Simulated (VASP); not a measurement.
# Ta3B2N (P4/mmm) in VASP: a series of runs, part 2 of 2

VASP 6.6.1. The steps go on from the part before.

## 4. Relaxation of cell and atoms, PBE

This run uses another cell than the first one, of 13.25 Å³/atom.

The input, INCAR:

```
PREC = Accurate
ENCUT = 600
EDIFF = 1E-6
ISMEAR = 0
SIGMA = 0.1
LREAL = F
LASPH = T
NELM = 80
ALGO = Normal
ISIF = 3
LWAVE = F
LCHARG = F
GGA = PE
IBRION = 2
NSW = 100
EDIFFG = -0.01
```

The input, KPOINTS:

```
Automatic mesh
0
Gamma
  12 12 6
```

The input, POSCAR:

```
Ta3B2N
1.0
    3.0202969268      0.0000000000      0.0000000000
    0.0000000000      3.0202969268      0.0000000000
    0.0000000000      0.0000000000      8.7135184732
Ta B N
3 2 1
Direct
    0.0000000000      0.0000000000      0.2252878269
    0.0000000000      0.0000000000      0.7747121731
    0.5000000000      0.5000000000      0.5000000000
    0.0000000000      0.0000000000      0.5000000000
    0.5000000000      0.5000000000      0.0000000000
    0.0000000000      0.0000000000      0.0000000000
```

Potentials or basis: VASP PAW PBE potentials, release 64 (Ta_pv, B, N).

Started as:

```
$ cat potpaw_PBE.64/Ta_pv/POTCAR potpaw_PBE.64/B/POTCAR potpaw_PBE.64/N/POTCAR > POTCAR
$ mpirun -np 1 vasp_std > vasp.out
```

OUTCAR:

```text
PREC = Accurate
   ENCUT = 600
   EDIFF = 1E-6
   ISMEAR = 0
   LREAL = F
   LASPH = T
   NELM = 80
   ISIF = 3
   GGA = PE
   IBRION = 2
   NSW = 100
   EDIFFG = -0.01

 ion  position               nearest neighbor table
   1  0.000  0.000  0.225-   6 1.96   4 2.39   3 3.21   3 3.21   3 3.21   3 3.21
   2  0.000  0.000  0.775-   6 1.96   4 2.39   3 3.21   3 3.21   3 3.21   3 3.21
   3  0.500  0.500  0.500-   4 2.14   4 2.14   4 2.14   4 2.14   2 3.21   2 3.21   1 3.21   2 3.21
                             1 3.21   1 3.21   2 3.21   1 3.21
   4  0.000  0.000  0.500-   3 2.14   3 2.14   3 2.14   3 2.14   1 2.39   2 2.39
   5  0.500  0.500  0.000-
   6  0.000  0.000  0.000-   1 1.96   2 1.96

  LATTYP: Found a simple tetragonal cell.
 ALAT       =     3.0202969268
 C/A-ratio  =     2.8849873653

  Lattice vectors:

 A1 = (   3.0202969268,   0.0000000000,   0.0000000000)
 A2 = (   0.0000000000,   3.0202969268,   0.0000000000)
 A3 = (   0.0000000000,   0.0000000000,   8.7135184732)

Analysis of symmetry for initial positions (statically):
=====================================================================
 Subroutine PRICEL returns:
 Original cell was already a primitive cell.

 Routine SETGRP: Setting up the symmetry group for a
 simple tetragonal supercell.

 Subroutine GETGRP returns: Found 16 space group operations
 (whereof 16 operations were pure point group operations)
 out of a pool of 16 trial point group operations.

The static configuration has the point symmetry D_4h.

Analysis of symmetry for dynamics (positions and initial velocities):
=====================================================================
 Subroutine PRICEL returns:
 Original cell was already a primitive cell.

 Routine SETGRP: Setting up the symmetry group for a
 simple tetragonal supercell.

 Subroutine GETGRP returns: Found 16 space group operations
[... 136 lines left out ...]
   GGA     = PE    functional components
   LHFCALC =     F    Hartree Fock is set to
   AEXX    =    0.0000 exact exchange contribution
   IVDW    =     0    specifies the selected vdW correction
   LEPSILON=     F    determine dielectric tensor
   LRPA    =     F    only Hartree local field effects (RPA)
 conjugate gradient relaxation of ions
 non-spin polarized calculation
 Gauss-broadening in eV      SIGMA  =   0.10
  energy-cutoff  :      600.00
  volume of cell :       79.49
 maximum number of plane-waves:      2686
   NGX = 13   NGY = 13   NGZ = 35

--------------------------------------- Ionic step        1  -------------------------------------------

 number of electron      43.9999996 magnetization

 Free energy of the ion-electron system (eV)
  ---------------------------------------------------
  ext. energy  EPLUGINS =         0.00000000
  ---------------------------------------------------
  free energy    TOTEN  =       -55.08382620 eV

  energy without entropy =      -55.06655761  energy(sigma->0) =      -55.07519191

------------------------ aborting loop because EDIFF is reached ----------------------------------------

  FORCE on cell =-STRESS in cart. coord.  units (eV):
  Direction    XX          YY          ZZ          XY          YZ          ZX
  --------------------------------------------------------------------------------------
  -------------------------------------------------------------------------------------
  Total        0.1148690      0.1148690      0.5002145      0.0000000     -0.0000000      0.0000000
  in kB        2.3153707      2.3153707     10.0826344      0.0000000     -0.0000000      0.0000000
  external PRESSURE =       4.9044586 kB  Pullay stress =       0.0000000 kB
[... 227 lines left out ...]
--------------------------------------- Ionic step        7  -------------------------------------------

 number of electron      43.9999994 magnetization

 Free energy of the ion-electron system (eV)
  ---------------------------------------------------
  ext. energy  EPLUGINS =         0.00000000
  ---------------------------------------------------
  free energy    TOTEN  =       -55.08691324 eV

  energy without entropy =      -55.06948379  energy(sigma->0) =      -55.07819851

 E-fermi :   5.8120     XC(G=0): -12.1730

 val. band max:        5.8040896403   @ k =   0.5000   0.2500   0.1667
 cond. band min:       5.8141748451   @ k =   0.4167   0.3333   0.1667
 fundamental gap:      0.0100852047
 Fermi energy:         5.8120050316

 k-point     1 :       0.0000    0.0000    0.0000
  band No.  band energies     occupation
      1     -29.1193      2.00000
      2     -29.1017      2.00000
      3     -28.6708      2.00000
      4     -28.6708      2.00000
      5     -28.6653      2.00000
      6     -28.6653      2.00000
[... 685 lines left out ...]
     25       7.5105      0.00000
     26       7.9523      0.00000

 [... further k-points ...]

------------------------ aborting loop because EDIFF is reached ----------------------------------------

  FORCE on cell =-STRESS in cart. coord.  units (eV):
  Direction    XX          YY          ZZ          XY          YZ          ZX
  --------------------------------------------------------------------------------------
  -------------------------------------------------------------------------------------
  Total       -0.0175928     -0.0175928     -0.0124569      0.0000000     -0.0000000      0.0000000
  in kB       -0.3543033     -0.3543033     -0.2508700      0.0000000     -0.0000000      0.0000000
  external PRESSURE =      -0.3198255 kB  Pullay stress =       0.0000000 kB
[... 21 lines left out ...]
  FREE ENERGIE OF THE ION-ELECTRON SYSTEM (eV)
  ---------------------------------------------------
  free  energy   TOTEN  =       -55.0869132384 eV

  energy  without entropy=      -55.0694837870  energy(sigma->0) =      -55.07819851

 reached required accuracy - stopping structural energy minimisation
```

Wall time 9.2 min (1 thread of AMD EPYC 9R14 (Zen 4), shared host); peak memory 0.37 GiB.

Results:

```
Free energy                           : -55.0869 eV
Relaxed volume                        : 13.26 Å³/atom
Relaxed cell                          : a = 3.021 Å, b = 3.021 Å, c = 8.715 Å, α = 90.00°, β = 90.00°, γ = 90.00°
Space group after relaxing (to 0.1 Å) : P4/mmm (No. 123)
Energy gained by relaxing             : 0.5 meV/atom
Ionic steps                           : 7
Pressure after relaxing               : 0.0 GPa
Largest force after relaxing          : 0.004 eV/Å
Band gap on the k mesh                : zero (bands 22 and 23 overlap by 1.83 eV)
```

Forces on the atoms (eV/Å):
```
Ta   0.000  0.000 -0.004
Ta   0.000  0.000  0.004
Ta   0.000  0.000  0.000
B    0.000  0.000  0.000
B    0.000  0.000  0.000
N    0.000  0.000  0.000
```

The path:
```tsv
step	energy change (eV)	largest force (eV/Å)	pressure (GPa)	volume (Å³)
1	0.0000	0.2789	0.49	79.49
2	0.0000	0.1291	-1.32	79.95
3	-0.0024	0.0703	-0.44	79.72
4	-0.0030	0.0225	0.24	79.43
5	-0.0031	0.0014	0.07	79.51
6	-0.0031	0.0030	0.07	79.51
7	-0.0031	0.0037	-0.03	79.56
```

Final structure:
```xyz
6
Lattice="3.0214 0.0000 0.0000 0.0000 3.0214 0.0000 0.0000 0.0000 8.7148" Properties=species:S:1:pos:R:3 pbc="T T T"
Ta    3.0214    0.0000    1.9745
Ta    0.0000    0.0000    6.7403
Ta    1.5107    1.5107    4.3574
B     3.0214    3.0214    4.3574
B     1.5107    1.5107    0.0000
N     3.0214    3.0214    0.0000
```

Caveat: spin-orbit coupling is left out, which moves the levels of the heavy elements.

## 5. Summary

```tsv
task	cell	k mesh	cutoff (eV)	gap on the mesh (eV)	pressure (GPa)	relaxed volume (Å³/atom)	largest force (eV/Å)
relaxation of cell and atoms	relaxed from a = 3.043, b = 3.043, c = 8.651 Å, 6 atoms, atomic positions A	6 × 6 × 2	600	none	0.1	13.25	0.04
single point	a = 3.020, b = 3.020, c = 8.708 Å, 6 atoms, atomic positions B	12 × 12 × 6	520	none	0.3	-	0.04
relaxation of cell and atoms	relaxed from a = 3.020, b = 3.020, c = 8.714 Å, 6 atoms, atomic positions C	12 × 12 × 6	600	none	0.0	13.26	-
```

Alike in all rows: level PBE; potentials or basis VASP PAW PBE potentials, release 64 (Ta_pv, B, N); no spin polarisation; smearing gaussian 0.1 eV.

Caveats: some runs use coarse meshes; spin-orbit coupling is left out, which moves the levels of the heavy elements.

Absolute energies hang on the potentials; compare differences alone.

The gap in the log of VASP goes by the Fermi energy; the results here count the filled bands.